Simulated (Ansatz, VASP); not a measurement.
# WS2 in VASP and in Ansatz

```
W S
1.0
     3.09778    0.00000    0.00000
    -1.54889    2.68275    0.00000
     0.00000    0.00000   16.79571
W S
1 2
Direct
  0.33333 0.66667 0.00000
  0.66058 0.33333 0.90714
  0.67275 0.33333 0.09286
```

Change from the starting cell: mode 4 frozen in at -0.019 Å, equal normal strain along x, y and z -0.0083.

Alike in both runs: task single point; functional PBEsol; dispersion D3(BJ); k mesh 12 × 12 × 2; occupations gaussian, width 0.05 eV; no spin polarisation.

```csv
,VASP,Ansatz
version,VASP 6.6.1,Ansatz 0.2.0
potentials or method,"VASP PAW PBE potentials, release 64 (W_sv, S), cutoff 520 eV","scalar-relativistic, plane waves, PAW"
valence electrons in the cell,26,26
```

```csv
,VASP,Ansatz,Ansatz less VASP
gap on the k mesh at the Fermi level (eV),2.03,2.03,-0.001
least direct gap on the mesh (eV),2.11,2.10,-0.006
rms of the force components (eV/Å),0.262,0.251,-0.0105
```

VASP's potentials were made for PBE, not for PBEsol. Atom by atom the forces differ by 0.011 eV/Å (rms over components).

Spin-orbit coupling is off throughout.
